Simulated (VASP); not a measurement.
Here is a VASP 6.6.1 calculation.

The input INCAR:

```
PREC = Accurate
ENCUT = 600
EDIFF = 1E-6
ISMEAR = 0
SIGMA = 0.02
LREAL = False
LASPH = True
NELM = 120
ALGO = Normal
ISIF = 2
LWAVE = False
LCHARG = False
GGA = PE
NBANDS = 26
GGA_COMPAT = False
```

File KPOINTS:

```
regular mesh
0
Gamma
  9 9 4
```

File POSCAR:

```
ZnO
1.0
    3.4239574804      0.0000000000      0.0000000000
   -1.7119787401      2.9652341594      0.0000000000
    0.0000000000      0.0000000000      6.9975299232
Zn O
2 2
Direct
    0.0000000000      0.0000000000      0.7500000000
    0.0000000000      0.0000000000      0.2500000000
    0.3333333300      0.6666666700      0.2500000000
    0.6666666700      0.3333333300      0.7500000000
```

Potentials or basis: VASP PAW PBE potentials, release 64 (Zn, O).

The run is started by

```bash
$ cat potpaw_PBE.64/Zn/POTCAR potpaw_PBE.64/O/POTCAR > POTCAR
$ mpirun -np 1 vasp_std > vasp.out
```

**Question.** Predict the band gap on the k mesh.

**Answer.** 0.70 eV, direct.

**Question.** Predict the pressure.

**Answer.** -8.9 GPa.

Stress tensor (GPa, compression positive):
```
-13.34   0.00   0.00
  0.00 -13.34   0.00
  0.00   0.00   0.06
```

Caveat: the cell differs from its parent crystal (strained). A k mesh can miss the band edges.
